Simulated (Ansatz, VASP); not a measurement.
**Pd in VASP and in Ansatz**

INCAR

```
SYSTEM = Pd
PREC = Accurate
ENCUT = 520
EDIFF = 1E-6
ISMEAR = -1
SIGMA = 0.01
LREAL = .False.
LASPH = .True.
NELM = 150
ALGO = Normal
ISIF = 2
LWAVE = .False.
LCHARG = .False.
LNONCOLLINEAR = .True.
MAGMOM = 0.354 0.354 0
LORBIT = 11
LMAXMIX = 4
GGA = RE
NBANDS = 21
```

Contents of KPOINTS:

```
regular mesh
0
Gamma
  12 12 12
  0 0 0
```

The input POSCAR:

```
Pd
1.0
    0.0000000000      1.9465000000      1.9465000000
    1.9465000000      0.0000000000      1.9465000000
    1.9465000000      1.9465000000      0.0000000000
Pd
1
Direct
    0.0000000000      0.0000000000      0.0000000000
```

The input input.yaml:

```yaml
crystal:
  lattice:
    - [0.0, 1.9465, 1.9465]
    - [1.9465, 0.0, 1.9465]
    - [1.9465, 1.9465, 0.0]
  atoms:
    - { symbol: Pd, position: [0.0, 0.0, 0.0], spin: 0.501, spin_axis: [0.354, 0.354, 0.0] }
hamiltonian:
  xc: revpbe
  pseudopotentials: { kind: paw, source: jth }
magnetization:
  noncollinear: true
  spin_orbit: false
kpoints:
  mp_grid: { grid: [12, 12, 12] }
scf:
  occupations: { method: fermi_dirac, width: 0.01 }
output:
  forces: true
  stress: true
  eigenvalues: true
  bader: true
  populations: intrinsic
```

Alike in both runs: functional revPBE; k mesh 12 × 12 × 12; occupations fermi-dirac, width 0.01 eV; non-collinear spin.

```csv
,VASP,Ansatz
version,VASP 6.6.1,Ansatz 0.2.0
potentials or method,"VASP PAW PBE potentials, release 64 (Pd)",JTH PAW
plane-wave cutoff (eV),520,1110
valence electrons in the cell,10,18
task,single point,atomic charges
```

```tsv
	VASP	Ansatz	Ansatz less VASP
gap on the k mesh at the Fermi level (eV)	none	none	-
pressure (GPa)	10.1	10.1	-0.01
net moment per atom (μB)	0.22	0.22	+0.002
size of the moment on the site where the two differ most (μB)	0.22	0.20	-0.017
```

VASP's potentials were made for PBE, not for revPBE. Site moments also hang on the region over which each program counts them. A gap of «none» marks a metal or a gap that the smearing closes. VASP's potentials hold 10 valence electrons a cell and Ansatz's 18, so a difference there can come from the potentials and not from the codes.
